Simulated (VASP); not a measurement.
# Be2TlSi2 (I4/mmm) in VASP: further runs, part 2 of 2

VASP 6.6.1.

## 4. Relaxation of cell and atoms, PBE

INCAR

```
PREC = Accurate
ENCUT = 600
EDIFF = 1E-7
ISMEAR = 0
SIGMA = 0.1
LREAL = False
LASPH = True
NELM = 80
ALGO = Fast
ISIF = 3
LWAVE = False
LCHARG = False
GGA = PE
IBRION = 2
NSW = 90
EDIFFG = -0.04
```

KPOINTS

```
Automatic mesh
0
Gamma
  6 6 6
```

POSCAR

```
Be2TlSi2
1.0
   -1.9048773718      1.9048773718      4.9979455794
    1.9048773718     -1.9048773718      4.9979455794
    1.9048773718      1.9048773718     -4.9979455794
Be Tl Si
2 1 2
Direct
    0.2500000000      0.7500000000      0.5000000000
    0.7500000000      0.2500000000      0.5000000000
    0.0000000000      0.0000000000      0.0000000000
    0.6260000000      0.6260000000      0.0000000000
    0.3740000000      0.3740000000      0.0000000000
```

Potentials or basis: VASP PAW PBE potentials, release 64 (Be, Tl_d, Si).

Run with:

```sh
cat potpaw_PBE.64/Be/POTCAR potpaw_PBE.64/Tl_d/POTCAR potpaw_PBE.64/Si/POTCAR > POTCAR
mpirun -np 1 vasp_std > vasp.out
```

OUTCAR:

```text
PREC = Accurate
   ENCUT = 600
   EDIFF = 1E-7
   ISMEAR = 0
   LREAL = False
   LASPH = True
   NELM = 80
   ISIF = 3
   GGA = PE
   IBRION = 2
   NSW = 90
   EDIFFG = -0.04

 ion  position               nearest neighbor table
   1  0.250  0.750  0.500-   5 2.27   4 2.27   5 2.27   4 2.27   3 3.14   3 3.14   3 3.14   3 3.14

   2  0.750  0.250  0.500-   5 2.27   4 2.27   5 2.27   4 2.27   3 3.14   3 3.14   3 3.14   3 3.14

   3  0.000  0.000  0.000-   4 2.97   4 2.97   4 2.97   5 2.97   4 2.97   5 2.97   5 2.97   5 2.97
                             1 3.14   2 3.14   2 3.14   1 3.14   2 3.14   1 3.14   1 3.14   2 3.14
   4  0.626  0.626  0.000-   1 2.27   2 2.27   1 2.27   2 2.27   5 2.52   3 2.97   3 2.97   3 2.97
                             3 2.97
   5  0.374  0.374  0.000-   1 2.27   2 2.27   1 2.27   2 2.27   4 2.52   3 2.97   3 2.97   3 2.97
                             3 2.97

[... 438 lines left out ...]

 val. band max:        6.8108980500   @ k =   0.5000  -0.0000   0.0000
 cond. band min:       6.8502031834   @ k =   0.5000   0.5000   0.3333
 fundamental gap:      0.0393051335
 Fermi energy:         6.8337437225

 k-point     1 :       0.0000    0.0000    0.0000
  band No.  band energies     occupation
      1      -4.6943      2.00000
      2      -4.4050      2.00000
      3      -4.3062      2.00000
      4      -4.2865      2.00000
      5      -4.2865      2.00000
      6      -4.2724      2.00000
[... 433 lines left out ...]
      3      -4.3383      2.00000
      4      -4.2987      2.00000
      5      -4.2723      2.00000
      6      -3.9150      2.00000
[... 8 lines left out ...]
     15       9.1986      0.00000
     16      10.2394      0.00000

 [... further k-points ...]

------------------------ aborting loop because EDIFF is reached ----------------------------------------

  FORCE on cell =-STRESS in cart. coord.  units (eV):
  Direction    XX          YY          ZZ          XY          YZ          ZX
  --------------------------------------------------------------------------------------
  -------------------------------------------------------------------------------------
  Total        0.0365903      0.0365903      0.0026784      0.0000000      0.0000000      0.0000000
  in kB        0.7303586      0.7303586      0.0534625      0.0000000      0.0000000      0.0000000
  external PRESSURE =       0.5047266 kB  Pullay stress =       0.0000000 kB
[... 20 lines left out ...]
  FREE ENERGIE OF THE ION-ELECTRON SYSTEM (eV)
  ---------------------------------------------------
  free  energy   TOTEN  =       -18.7422415928 eV

  energy  without entropy=      -18.7377129433  energy(sigma->0) =      -18.73997727

 reached required accuracy - stopping structural energy minimisation
```

OSZICAR:

```text
N       E                     dE             d eps       ncg     rms          rms(c)
DAV:   1     0.935383625964E+02    0.93538E+02   -0.12518E+04   968   0.151E+03
DAV:   2    -0.167898081001E+02   -0.11033E+03   -0.10881E+03  1232   0.270E+02
DAV:   3    -0.193062022326E+02   -0.25164E+01   -0.24995E+01  1256   0.393E+01
[... 76 lines left out ...]
RMM:   5    -0.187422407776E+02    0.68166E-05   -0.11126E-04   970   0.816E-02    0.170E-02
RMM:   6    -0.187422415965E+02   -0.81888E-06   -0.11826E-05   979   0.305E-02    0.850E-03
RMM:   7    -0.187422417804E+02   -0.18391E-06   -0.21479E-06   979   0.134E-02    0.227E-03
RMM:   8    -0.187422416133E+02    0.16708E-06   -0.41156E-07   681   0.592E-03    0.522E-04
RMM:   9    -0.187422415928E+02    0.20519E-07   -0.10799E-07   582   0.271E-03
   7 F= -.18742242E+02 E0= -.18739977E+02  d E =-.448355E-03
```

CONTCAR:

```text
Be2TlSi2
   1.00000000000000
    -2.0137263639993899    2.0137263639993899    4.9485642370171510
     2.0137263639993899   -2.0137263639993899    4.9485642370171510
     2.0137263639993899    2.0137263639993899   -4.9485642370171510
  Be              Tl              Si
     2     1     2
Direct
     0.2500000000000000    0.7500000000000000    0.5000000000000000
     0.7500000000000000    0.2500000000000000    0.5000000000000000
     0.0000000000000000    0.0000000000000000    1.0000000000000000
     0.6236373437936473    0.6236373437936473    0.0000000000000000
     0.3763626562063526    0.3763626562063526    0.0000000000000000

  0.00000000E+00  0.00000000E+00  0.00000000E+00
  0.00000000E+00  0.00000000E+00  0.00000000E+00
  0.00000000E+00  0.00000000E+00  0.00000000E+00
  0.00000000E+00  0.00000000E+00  0.00000000E+00
  0.00000000E+00  0.00000000E+00  0.00000000E+00
```

Wall time 6.8 min (1 thread of Intel Xeon Platinum 8488C (Sapphire Rapids), shared host); peak memory 0.36 GiB.

What came out:

* Free energy: -18.7422 eV
* Relaxed volume: 16.05 Å³/atom
* Relaxed cell: a = 5.710 Å, b = 5.710 Å, c = 5.710 Å, α = 138.70°, β = 138.70°, γ = 59.84°
* Space group after relaxing (to 0.1 Å): I4/mmm (No. 139)
* Energy gained by relaxing: 64.3 meV/atom
* Ionic steps: 7
* Pressure after relaxing: 0.1 GPa
* Largest force after relaxing: 0.006 eV/Å
* Band gap on the k mesh: zero (an odd number of electrons rules out a gap without spin polarisation)

Forces in eV/Å, atoms in the order of the input:
```
Be   0.000  0.000  0.000
Be   0.000  0.000  0.000
Tl   0.000  0.000  0.000
Si   0.000  0.000  0.006
Si   0.000  0.000 -0.006
```

Step by step:
```csv
step,energy change (eV),largest force (eV/Å),pressure (GPa),volume (Å³)
1,0.0000,0.4550,9.83,72.54
2,-0.2899,0.0358,-1.66,82.26
3,-0.2927,0.0749,-0.81,81.29
4,-0.3176,0.0011,-0.45,80.85
5,-0.3208,0.0526,-0.29,80.64
6,-0.3209,0.0602,-0.27,80.61
7,-0.3213,0.0061,0.05,80.27
```

Final structure:
```yaml
crystal:
  lattice:
    - [-2.01373, 2.01373, 4.94856]
    - [2.01373, -2.01373, 4.94856]
    - [2.01373, 2.01373, -4.94856]
  atoms:
    - { symbol: Be, position: [0.25000, 0.75000, 0.50000] }
    - { symbol: Be, position: [0.75000, 0.25000, 0.50000] }
    - { symbol: Tl, position: [0.00000, 0.00000, 0.00000] }
    - { symbol: Si, position: [0.62364, 0.62364, 0.00000] }
    - { symbol: Si, position: [0.37636, 0.37636, 0.00000] }
```

Caveat: spin-orbit coupling is left out, which moves the levels of the heavy elements.

## 5. Single point, PBE

This run uses another cell than the first one, of 16.10 Å³/atom.

INCAR

```
PREC = Accurate ; ENCUT = 520
EDIFF = 1E-6 ; ISMEAR = 0
SIGMA = 0.1 ; LREAL = F
LASPH = T ; NELM = 80
ALGO = Fast ; ISIF = 2
LWAVE = F ; LCHARG = F
GGA = PE ; NBANDS = 20
```

KPOINTS

```
Automatic mesh
0
Gamma
  14 14 14
```

POSCAR

```
Be2TlSi2
1.0
   -2.0161731958      2.0161731958      4.9507380687
    2.0161731958     -2.0161731958      4.9507380687
    2.0161731958      2.0161731958     -4.9507380687
Be Tl Si
2 1 2
Direct
    0.2500000000      0.7500000000      0.5000000000
    0.7500000000      0.2500000000      0.5000000000
    0.0000000000      0.0000000000      0.0000000000
    0.6236415552      0.6236415552      0.0000000000
    0.3763584448      0.3763584448      0.0000000000
```

Potentials or basis: VASP PAW PBE potentials, release 64 (Be, Tl_d, Si).

Run with:

```sh
cat potpaw_PBE.64/Be/POTCAR potpaw_PBE.64/Tl_d/POTCAR potpaw_PBE.64/Si/POTCAR > POTCAR
mpirun -np 1 vasp_std > vasp.out
```

OUTCAR:

```text
PREC = Accurate
   ENCUT = 520
   EDIFF = 1E-6
   ISMEAR = 0
   LREAL = F
   LASPH = T
   NELM = 80
   ISIF = 2
   GGA = PE

 ion  position               nearest neighbor table
   1  0.250  0.750  0.500-   5 2.37   4 2.37   5 2.37   4 2.37   3 3.19   3 3.19   3 3.19   3 3.19

   2  0.750  0.250  0.500-   5 2.37   4 2.37   5 2.37   4 2.37   3 3.19   3 3.19   3 3.19   3 3.19

   3  0.000  0.000  0.000-   4 3.10   4 3.10   4 3.10   5 3.10   4 3.10   5 3.10   5 3.10   5 3.10
[... 762 lines left out ...]
  --------------------------------------------------------------------------------------
  -------------------------------------------------------------------------------------
  Total       -0.0071239     -0.0071239     -0.0118964      0.0000000     -0.0000000      0.0000000
  in kB       -0.1417889     -0.1417889     -0.2367776      0.0000000     -0.0000000      0.0000000
  external PRESSURE =      -0.1734518 kB  Pullay stress =       0.0000000 kB

 VOLUME and BASIS-vectors are now :
 -----------------------------------------------------------------------------
  energy-cutoff  :      520.00
  volume of cell :       80.50
      direct lattice vectors                 reciprocal lattice vectors
    -2.016173196  2.016173196  4.950738069     0.000000000  0.247994568  0.100995042
     2.016173196 -2.016173196  4.950738069     0.247994568  0.000000000  0.100995042
     2.016173196  2.016173196 -4.950738069     0.247994568  0.247994568  0.000000000

 POSITION                                       TOTAL-FORCE (eV/Angst)
 -----------------------------------------------------------------------------------
      2.01617      0.00000      2.47537        -0.000000     -0.000000      0.000000
      0.00000      2.01617      2.47537        -0.000000     -0.000000      0.000000
      0.00000      0.00000      0.00000        -0.000000     -0.000000      0.000000
      0.00000      0.00000      6.17497         0.000000      0.000000     -0.007258
      0.00000      0.00000      3.72650         0.000000      0.000000      0.007258
 -----------------------------------------------------------------------------------
    total drift:                               -0.000000     -0.000000     -0.000000

  FREE ENERGIE OF THE ION-ELECTRON SYSTEM (eV)
  ---------------------------------------------------
  free  energy   TOTEN  =       -18.7156011031 eV

  energy  without entropy=      -18.7073346041  energy(sigma->0) =      -18.71146785
```

OSZICAR:

```text
N       E                     dE             d eps       ncg     rms          rms(c)
DAV:   1     0.788316687303E+02    0.78832E+02   -0.11038E+04  9848   0.106E+03
DAV:   2    -0.163165239510E+02   -0.95148E+02   -0.92464E+02 11104   0.212E+02
DAV:   3    -0.192722957422E+02   -0.29558E+01   -0.29078E+01 12964   0.341E+01
DAV:   4    -0.192994464102E+02   -0.27151E-01   -0.27105E-01 11364   0.317E+00
DAV:   5    -0.192997513030E+02   -0.30489E-03   -0.30485E-03 12384   0.402E-01    0.627E+00
RMM:   6    -0.187827950084E+02    0.51696E+00   -0.68347E-01  9900   0.368E+00    0.453E+00
RMM:   7    -0.187198801985E+02    0.62915E-01   -0.21849E-01 10356   0.180E+00    0.216E+00
RMM:   8    -0.187158266227E+02    0.40536E-02   -0.32008E-02 11020   0.111E+00    0.222E-01
RMM:   9    -0.187156412009E+02    0.18542E-03   -0.55496E-03 11574   0.391E-01    0.131E-01
RMM:  10    -0.187155876499E+02    0.53551E-04   -0.72766E-04 11174   0.155E-01    0.562E-02
RMM:  11    -0.187156004684E+02   -0.12818E-04   -0.14223E-04 11822   0.751E-02    0.342E-02
RMM:  12    -0.187156011602E+02   -0.69178E-06   -0.20957E-05 10546   0.307E-02    0.768E-03
RMM:  13    -0.187156011031E+02    0.57099E-07   -0.54494E-06 10114   0.146E-02
   1 F= -.18715601E+02 E0= -.18711468E+02  d E =-.826650E-02
```

It took 8.5 min on 1 thread of Intel Xeon Platinum 8488C (Sapphire Rapids), shared host; peak memory 0.55 GiB.

What came out:

```yaml
Free_energy: -18.7156 eV
Pressure: 0.0 GPa
Largest_force: 0.007 eV/Å
Band_gap_on_the_k_mesh: zero (an odd number of electrons rules out a gap without spin polarisation)
```

Forces in eV/Å, atoms in the order of the input:
```
Be   0.000  0.000  0.000
Be   0.000  0.000  0.000
Tl   0.000  0.000  0.000
Si   0.000  0.000 -0.007
Si   0.000  0.000  0.007
```

Caveat: spin-orbit coupling is left out, which moves the levels of the heavy elements.

## 6. The runs side by side

| task | cell | k mesh | cutoff (eV) | gap on the mesh (eV) | pressure (GPa) | largest force (eV/Å) |
| --- | --- | --- | --- | --- | --- | --- |
| single point | a = 5.678 Å, angles 140.8, 140.8, 56.6°, 5 atoms, atomic positions A | 6 × 6 × 6 | 520 | none | 9.8 | 0.45 |
| single point | a = 5.707 Å, angles 138.6, 138.6, 60.0°, 5 atoms, atomic positions B | 6 × 6 × 6 | 520 | none | -0.1 | 0.02 |
| relaxation of cell and atoms | relaxed from a = 5.678 Å, angles 140.8, 140.8, 56.6°, 5 atoms, atomic positions A | 6 × 6 × 6 | 600 | none | 0.1 | 0.01 |
| single point | a = 5.713 Å, angles 138.7, 138.7, 59.9°, 5 atoms, atomic positions B | 14 × 14 × 14 | 520 | none | 0.0 | 0.01 |

Alike in all rows: level PBE; potentials or basis VASP PAW PBE potentials, release 64 (Be, Tl_d, Si); no spin polarisation; smearing gaussian 0.1 eV.

Caveats: spin-orbit coupling is left out, which moves the levels of the heavy elements; the cell stands under pressure (at least some runs).

Absolute energies hang on the potentials; compare differences alone.
